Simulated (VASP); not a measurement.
The system is CdTe.

```
Te Cd
1.0
     0.00000    3.20500    3.20500
     3.20500    0.00000    3.20500
     3.20500    3.20500    0.00000
Te Cd
1 1
Direct
  0.75000 0.75000 0.75000
  0.00000 0.00000 0.00000
```

* Program: VASP 6.6.1
* Task: relaxation of cell and atoms
* Functional: revPBE
* Dispersion: D3(BJ)
* Potentials or basis: VASP PAW PBE potentials, release 64 (Te, Cd)
* Cutoff: 600 eV
* k mesh: 7 × 7 × 7
* Occupations: fermi-dirac, width 0.05 eV
* Spin: no spin polarisation

At the start: pressure 1.7 GPa; volume 32.92 Å³/atom.

Where does the relaxation end?

Over 3 steps the energy falls by 6.6 meV/atom and the volume is 34.21 Å³/atom (+3.9 %); space group F-43m (No. 216, to 0.05 Å).

Step by step:
| step | energy change (eV) | largest force (eV/Å) | pressure (GPa) | volume (Å³) |
| --- | --- | --- | --- | --- |
| 1 | 0.0000 | 0.0000 | 1.72 | 65.84 |
| 2 | -0.0119 | 0.0000 | -0.48 | 69.27 |
| 3 | -0.0132 | 0.0000 | 0.00 | 68.41 |

Final structure:
```xyz
2
Lattice="0.0000 3.2462 3.2462 3.2462 0.0000 3.2462 3.2462 3.2462 0.0000" Properties=species:S:1:pos:R:3 pbc="T T T"
Te    4.8693    4.8693    4.8693
Cd    0.0000    0.0000    0.0000
```

Caveat: the PAW data sets were made with another functional, which shifts forces and pressure a little.
